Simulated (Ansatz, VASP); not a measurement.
## Two plane-wave programs on V

```
V
1.0
     2.70124    0.00000    0.00000
    -1.35062    2.33934    0.00000
     0.00000    0.00000    4.84284
V
2
Direct
  0.33333 0.66667 0.25000
  0.66667 0.33333 0.75000
```

Alike in both runs: task single point; functional r2SCAN; k mesh 16 × 16 × 8; occupations fermi-dirac, width 0.1 eV; no spin polarisation.

```csv
,VASP,Ansatz
version,VASP 6.6.1,Ansatz 0.2.0
potentials or method,"VASP PAW PBE potentials, release 64 (V_sv), cutoff 520 eV","plane waves (500 eV) with PAW, scalar-relativistic"
valence electrons in the cell,26,26
```

|  | VASP | Ansatz | Ansatz less VASP |
| --- | --- | --- | --- |
| pressure (GPa) | -16.2 | -16.5 | -0.35 |
| traceless stress, the component that is largest in VASP (GPa) | 0.25 | 0.30 | +0.050 |

VASP's potentials were made for PBE, not for r2SCAN. With one functional, cell and mesh, what is left measures potentials, basis and numerics.
